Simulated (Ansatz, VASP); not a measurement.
GaP in VASP and in Ansatz

The input POSCAR:

```
GaP
1.0
    0.0000000000      2.3472160896      2.3472160896
    2.3472160896      0.0000000000      2.3472160896
    2.3472160896      2.3472160896      0.0000000000
Ga P
1 1
Direct
    0.0000000000      0.0000000000      0.0000000000
    0.5000000000      0.5000000000      0.5000000000
```

The input INCAR.step1:

```
SYSTEM = GaP
  ALGO = Normal
  EDIFF = 1E-4
  ENCUT = 600
  GGA = PE
  ISMEAR = -1
  LASPH = .True.
  LCHARG = .False.
  LREAL = .False.
  LWAVE = .True.
  NELM = 60
  PREC = Accurate
  SIGMA = 0.05
```

INCAR.step2

```
SYSTEM = GaP
  ALGO = Normal
  EDIFF = 1E-6
  EDIFFG = -0.005
  ENCUT = 600
  IBRION = 2
  ISIF = 3
  ISMEAR = -1
  ISTART = 1
  LASPH = .True.
  LCHARG = .False.
  LMIXTAU = .True.
  LREAL = .False.
  LWAVE = .False.
  METAGGA = R2SCAN
  NELM = 60
  NSW = 60
  PREC = Accurate
  SIGMA = 0.05
```

Contents of KPOINTS:

```
k-points
0
Gamma
  14 14 14
  0 0 0
```

Input for Ansatz:

```yaml
crystal:
  lattice:
    - [0.0, 2.3472160896, 2.3472160896]
    - [2.3472160896, 0.0, 2.3472160896]
    - [2.3472160896, 2.3472160896, 0.0]
  atoms:
    - { symbol: Ga, position: [0.0, 0.0, 0.0] }
    - { symbol: P, position: [0.5, 0.5, 0.5] }
kpoints:
  mp_grid: { grid: [14, 14, 14] }
scf:
  occupations: { method: fermi_dirac, width: 0.05 }
hamiltonian:
  xc: r2scan
  pseudopotentials: { kind: paw }
output:
  forces: true
  stress: true
relax:
  f_tol: 0.005
  max_steps: 40
  cell: {}
```

Alike in both runs: task relaxation of cell and atoms; functional r2SCAN; k mesh 14 × 14 × 14; occupations fermi-dirac, width 0.05 eV; no spin polarisation.

```csv
,VASP,Ansatz
version,VASP 6.6.1,Ansatz 0.2.0
potentials or method,"VASP PAW PBE potentials, release 64 (Ga_d, P)","PAW with Ansatz's default frozen-core files, scalar-relativistic"
plane-wave cutoff (eV),600,500
valence electrons in the cell,18,18
```

|  | VASP | Ansatz | Ansatz less VASP |
| --- | --- | --- | --- |
| relaxed volume (Å³/atom) | 16.73 | 16.76 | +0.025 |
| relaxed cell length with the largest relative difference (Å) | 3.617 | 3.619 | +0.0018 |

VASP's potentials were made for PBE, not for r2SCAN.

Noted on VASP's run: the volume moved by over 15 % at a fixed basis, so the end points are rough.
